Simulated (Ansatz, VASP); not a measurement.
One calculation of MgZn5S6, two programs

```
Mg Zn S
1.0
     6.56991    0.00000    0.00000
    -3.28496    5.68971    0.00000
     0.00000    0.00000    6.20479
Mg Zn S
1 5 6
Direct
  0.00000 0.00000 0.50000
  0.33333 0.33333 0.00000
  0.00000 0.66667 0.00000
  0.66667 0.00000 0.00000
  0.66667 0.33333 0.50000
  0.33333 0.66667 0.50000
  0.33333 0.33333 0.38500
  0.00000 0.66667 0.38500
  0.66667 0.00000 0.38500
  0.66667 0.33333 0.88500
  0.33333 0.66667 0.88500
  0.00000 0.00000 0.88500
```

Alike in both runs: task relaxation of cell and atoms; functional PBE; k mesh 3 × 3 × 4; occupations gaussian, width 0.1 eV; no spin polarisation.

|  | VASP | Ansatz |
| --- | --- | --- |
| version | VASP 6.6.1 | Ansatz 0.2.0 |
| potentials or method | VASP PAW PBE potentials, release 64 (Mg, Zn, S), cutoff 600 eV | scalar-relativistic, plane waves, PAW |
| valence electrons in the cell | 98 | 106 |

```tsv
	VASP	Ansatz	Ansatz less VASP
gap on the k mesh at the Fermi level, each at its own relaxed structure (eV)	2.25	2.24	-0.002
relaxed volume (Å³/atom)	20.69	20.68	-0.009
relaxed length of the cell vector where the two differ most in proportion (Å)	6.340	6.344	+0.0037
```

VASP's potentials hold 98 valence electrons a cell and Ansatz's 106, so a difference there can come from the potentials and not from the codes.
